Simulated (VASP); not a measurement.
Runs of VASP 6.6.1 on Al. The structure is that of space group P6_3/mmc (No. 194), or close to it. The cells are those of the table. This isn't the form of Al at room conditions, which is fcc.

| task | cell | k mesh | cutoff (eV) | smearing | gap on the mesh (eV) | pressure (GPa) |
| --- | --- | --- | --- | --- | --- | --- |
| single point | a = 2.792, b = 2.792, c = 4.657 Å, angles 90.0, 90.0, 120.0°, 2 atoms | 18 × 18 × 10 | 520 | gaussian 0.1 eV | none | 1.0 |
| single point | a = 2.445, b = 2.445, c = 3.980 Å, angles 90.0, 90.0, 120.0°, 2 atoms | 21 × 21 × 10 | 520 | gaussian 0.1 eV | none | 90.2 |
| relaxation of cell and atoms | relaxed to 90 GPa from a = 2.479, b = 2.479, c = 4.046 Å, angles 90.0, 90.0, 120.0°, 2 atoms | 21 × 21 × 10 | 600 | gaussian 0.1 eV | none | 90.0 |
| single point | a = 2.763, b = 2.763, c = 4.607 Å, angles 90.0, 90.0, 120.0°, 2 atoms | 18 × 18 × 10 | 520 | gaussian 0.1 eV | none | (a) |
| relaxation of cell and atoms | relaxed to -1 GPa from a = 2.813, b = 2.813, c = 4.691 Å, angles 90.0, 90.0, 120.0°, 2 atoms | 18 × 18 × 10 | 600 | gaussian 0.1 eV | none | -1.0 |
| relaxation of cell and atoms | relaxed to 1 GPa from a = 2.794, b = 2.794, c = 4.661 Å, angles 90.0, 90.0, 120.0°, 2 atoms | 18 × 18 × 10 | 600 | gaussian 0.1 eV | none | 1.0 |
| relaxation of shape and atoms at fixed volume | relaxed from a = 2.836, b = 2.836, c = 4.667 Å, angles 90.0, 90.0, 120.0°, 2 atoms | 18 × 18 × 10 | 600 | fermi-dirac 0.15 eV | none | -1.6 |
| single point | a = 2.723, b = 2.723, c = 4.425 Å, angles 90.0, 90.0, 120.0°, 2 atoms | 18 × 18 × 10 | 520 | gaussian 0.1 eV | none | 12.0 |
| single point | a = 2.815, b = 2.815, c = 4.696 Å, angles 90.0, 90.0, 120.0°, 2 atoms | 18 × 18 × 10 | 520 | gaussian 0.1 eV | none | -1.0 |

Alike in all rows: level PBE+D3(BJ); potentials or basis VASP PAW PBE potentials, release 64 (Al); no spin polarisation.

**Question.** Fill in the values left out.

**Answer.** (a) 4.0.

Caveats: the cell stands under pressure (at least some runs); the cell is relaxed towards a set pressure, so the run minimises the enthalpy, not the energy (at least some runs).

A gap of «none» marks levels without a gap at the run's occupations.
